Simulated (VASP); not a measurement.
# Ca (P6_3/mmc) in VASP: single point with PBEsol

Aim: the single point of Ca with PBEsol.

Program: VASP 6.6.1. These are calculated values, not measurements. Logs are shortened: lines on timing, memory, paths and dates and some standing lists are left out, and cuts for length are marked.

**1. The cell of the first run**

Symmetry: P6_3/mmc, No. 194, hexagonal system. The conventional cell has a = 3.920 Å, b = 3.920 Å, c = 6.324 Å, α = 90.00°, β = 90.00°, γ = 120.00°. Ca (site symmetry -6m2) has 12 Ca at 3.89 to 3.92 Å within 5.1 Å.

This isn't the form of Ca at room conditions, which is fcc.

**2. Single point, PBEsol (strain -0.015 along x and y, -0.030 along z)**

INCAR reads:

```
PREC = Accurate ; ENCUT = 520
EDIFF = 1E-7 ; ISMEAR = 0
SIGMA = 0.15 ; LREAL = F
LASPH = T ; NELM = 80
ALGO = Fast ; ISIF = 2
LWAVE = F ; LCHARG = T
GGA = PS ; LELF = T
LVHAR = T ; NBANDS = 17
```

KPOINTS reads:

```
Automatic mesh
0
Gamma
  12 12 8
```

POSCAR reads:

```
Ca
1.0
    3.9202995278      0.0000000000      0.0000000000
   -1.9601497639      3.3950789815      0.0000000000
    0.0000000000      0.0000000000      6.3244000000
Ca
2
Direct
    0.3333333333      0.6666666667      0.2500000000
    0.6666666667      0.3333333333      0.7500000000
```

Potentials or basis: VASP PAW PBE potentials, release 64 (Ca_sv).

The run is started by

```console
$ cat potpaw_PBE.64/Ca_sv/POTCAR > POTCAR
$ mpirun -np 1 vasp_std > vasp.out
```

OUTCAR:

```text
PREC = Accurate
   ENCUT = 520
   EDIFF = 1E-7
   ISMEAR = 0
   LREAL = F
   LASPH = T
   NELM = 80
   ISIF = 2
   GGA = PS

 ion  position               nearest neighbor table
   1  0.333  0.667  0.250-
   2  0.667  0.333  0.750-

  LATTYP: Found a hexagonal cell.
 ALAT       =     3.9202995278
 C/A-ratio  =     1.6132440787

  Lattice vectors:

 A1 = (   3.9202995278,   0.0000000000,   0.0000000000)
 A2 = (  -1.9601497639,   3.3950789815,   0.0000000000)
 A3 = (   0.0000000000,   0.0000000000,   6.3244000000)

Analysis of symmetry for initial positions (statically):
=====================================================================
 Subroutine PRICEL returns:
 Original cell was already a primitive cell.

 Routine SETGRP: Setting up the symmetry group for a
 hexagonal supercell.

 Subroutine GETGRP returns: Found 24 space group operations
 (whereof 12 operations were pure point group operations)
 out of a pool of 24 trial point group operations.

The static configuration has the point symmetry D_3d.
 The point group associated with its full space group is D_6h.

Analysis of symmetry for dynamics (positions and initial velocities):
=====================================================================
 Subroutine PRICEL returns:
 Original cell was already a primitive cell.

 Routine SETGRP: Setting up the symmetry group for a
 hexagonal supercell.

 Subroutine GETGRP returns: Found 24 space group operations
 (whereof 12 operations were pure point group operations)
 out of a pool of 24 trial point group operations.

The dynamic configuration has the point symmetry D_3d.
 The point group associated with its full space group is D_6h.

 Subroutine INISYM returns: Found 24 space group operations
 (whereof 12 operations are pure point group operations),
 and found     1 'primitive' translations

----------------------------------------------------------------------------------------

                                     Primitive cell

  volume of cell :      84.1760

  direct lattice vectors                    reciprocal lattice vectors
     3.920299528  0.000000000  0.000000000     0.255082550  0.147271979  0.000000000
    -1.960149764  3.395078982  0.000000000     0.000000000  0.294543958  0.000000000
     0.000000000  0.000000000  6.324400000     0.000000000  0.000000000  0.158117766

  length of vectors
[... 75 lines left out ...]
   ICHARG =      2    charge: 1-file 2-atom 10-const
   ISPIN  =      1    spin polarized calculation?
   LNONCOLLINEAR =      F non collinear calculations
   LSORBIT =      F    spin-orbit coupling
   LASPH  =      T    aspherical Exc in radial PAW
   ENCUT  =  520.0 eV  38.22 Ry    6.18 a.u.   7.29  7.29 11.76*2*pi/ulx,y,z
   NELM   =     80;   NELMIN=  2; NELMDL= -5     # of ELM steps
   EDIFF  = 0.1E-06   stopping-criterion for ELM
   LREAL  =      F    real-space projection
   EDIFFG = 0.1E-05   stopping-criterion for IOM
   NSW    =      0    number of steps for IOM
   IBRION =     -1    ionic relax: 0-MD 1-quasi-New 2-CG
   NFREE  =      0    steps in history (QN), initial steepest desc. (CG)
   ISIF   =      2    stress and relaxation
   ISYM   =      2    0-nonsym 1-usesym 2-fastsym
   POTIM  = 0.5000    time-step for ionic-motion
   TEBEG  =    0.0;   TEEND  =   0.0 temperature during run
   PSTRESS=    0.0 pullay stress
   NELECT =      20.0000    total number of electrons
   NUPDOWN=      -1.0000    fix difference up-down
   EMIN   =  10.00;   EMAX   =-10.00  energy-range for DOS
   EFERMI =   0.00;   METHOD = LEGACY
   ISMEAR =     0;   SIGMA  =   0.15  broadening in eV -4-tet -1-fermi 0-gaus
   EFERMI_NEDOS =   21; number of points for ismear=-14 and -15
   IALGO  =     68    algorithm
   IMIX   =      4    mixing-type and parameters
     AMIX     =   0.40;   BMIX     =  1.00
     AMIX_MAG =   1.60;   BMIX_MAG =  1.00
  volume/ion in A,a.u.               =      42.09       284.02
  Fermi-wavevector in a.u.,A,eV,Ry     =   1.013963  1.916112 13.988429  1.028120
  Thomas-Fermi vector in A             =   2.147162
   LORBIT       =      0    0 simple, 1 ext, 2 COOP (PROOUT), +10 PAW based schemes
   GGA     = PS    functional components
   LHFCALC =     F    Hartree Fock is set to
   AEXX    =    0.0000 exact exchange contribution
   IVDW    =     0    specifies the selected vdW correction
   LEPSILON=     F    determine dielectric tensor
   LRPA    =     F    only Hartree local field effects (RPA)
 non-spin polarized calculation
 RMM-DIIS sequential band-by-band and
 Gauss-broadening in eV      SIGMA  =   0.15
  energy-cutoff  :      520.00
  volume of cell :       84.18
 maximum number of plane-waves:      2316
 NGX is ok and might be reduce to    30
   NGX = 15   NGY = 15   NGZ = 23

 number of electron      19.9999995 magnetization

 Free energy of the ion-electron system (eV)
  ---------------------------------------------------
  ext. energy  EPLUGINS =         0.00000000
  ---------------------------------------------------
  free energy    TOTEN  =        -4.26677018 eV

  energy without entropy =       -4.23986433  energy(sigma->0) =       -4.25331726

 E-fermi :   1.9573     XC(G=0):  -7.8179

 val. band max:        1.9545477514   @ k =   0.2500   0.0833   0.0000
 cond. band min:       1.9805786522   @ k =   0.2500   0.0833   0.0000
 fundamental gap:      0.0260309007
 Fermi energy:         1.9572903276

 k-point     1 :       0.0000    0.0000    0.0000
  band No.  band energies     occupation
      1     -39.9220      2.00000
      2     -39.9071      2.00000
      3     -21.0562      2.00000
      4     -20.9375      2.00000
      5     -20.9375      2.00000
      6     -20.9164      2.00000
[... 457 lines left out ...]
      4     -21.0027      2.00000
      5     -20.9949      2.00000
      6     -20.9603      2.00000
[... 9 lines left out ...]
     16       5.2781      0.00000
     17       5.4321      0.00000

 [... further k-points ...]
[... 5 lines left out ...]
  --------------------------------------------------------------------------------------
  -------------------------------------------------------------------------------------
  Total       -0.3698815     -0.3698815     -0.0647046     -0.0000000      0.0000000      0.0000000
  in kB       -7.0401962     -7.0401962     -1.2315651     -0.0000000      0.0000000      0.0000000
  external PRESSURE =      -5.1039858 kB  Pullay stress =       0.0000000 kB

 VOLUME and BASIS-vectors are now :
 -----------------------------------------------------------------------------
  energy-cutoff  :      520.00
  volume of cell :       84.18
      direct lattice vectors                 reciprocal lattice vectors
     3.920299528  0.000000000  0.000000000     0.255082550  0.147271979  0.000000000
    -1.960149764  3.395078982  0.000000000     0.000000000  0.294543958  0.000000000
     0.000000000  0.000000000  6.324400000     0.000000000  0.000000000  0.158117766

 POSITION                                       TOTAL-FORCE (eV/Angst)
 -----------------------------------------------------------------------------------
     -0.00000      2.26339      1.58110         0.000000      0.000000      0.000000
      1.96015      1.13169      4.74330        -0.000000      0.000000      0.000000
 -----------------------------------------------------------------------------------
    total drift:                                0.000000     -0.000000      0.000000

  FREE ENERGIE OF THE ION-ELECTRON SYSTEM (eV)
  ---------------------------------------------------
  free  energy   TOTEN  =        -4.2667701789 eV

  energy  without entropy=       -4.2398643338  energy(sigma->0) =       -4.25331726
```

OSZICAR:

```text
N       E                     dE             d eps       ncg     rms          rms(c)
DAV:   1     0.168635478091E+03    0.16864E+03   -0.10116E+04  3238   0.106E+03
DAV:   2     0.478451769281E+01   -0.16385E+03   -0.16202E+03  3635   0.312E+02
[... 11 lines left out ...]
RMM:  14    -0.426676958100E+01   -0.23525E-05   -0.11632E-05  4759   0.279E-02    0.329E-03
RMM:  15    -0.426676914508E+01    0.43591E-06   -0.59436E-06  4762   0.795E-03    0.315E-03
RMM:  16    -0.426676948565E+01   -0.34057E-06   -0.16296E-06  4164   0.399E-03    0.257E-03
RMM:  17    -0.426677007940E+01   -0.59375E-06   -0.10373E-06  3953   0.393E-03    0.991E-05
RMM:  18    -0.426677024008E+01   -0.16068E-06   -0.22368E-07  3396   0.251E-03    0.636E-04
RMM:  19    -0.426677017893E+01    0.61149E-07   -0.10600E-07  3189   0.143E-03
   1 F= -.42667702E+01 E0= -.42533173E+01  d E =-.269058E-01
```

It took 3.5 min on 1 thread of Intel Xeon Platinum 8375C at 2.90GHz (Ice Lake), shared host; peak memory 0.27 GiB.

Results:

```
Free energy            : -4.2668 eV
Pressure               : -0.5 GPa
Band gap on the k mesh : zero (bands 10 and 11 overlap by 0.47 eV)
```

Caveat: the cell differs from its parent crystal (strain -0.015 along x and y, -0.030 along z); the PAW data sets were made with another functional, which shifts forces and pressure a little.
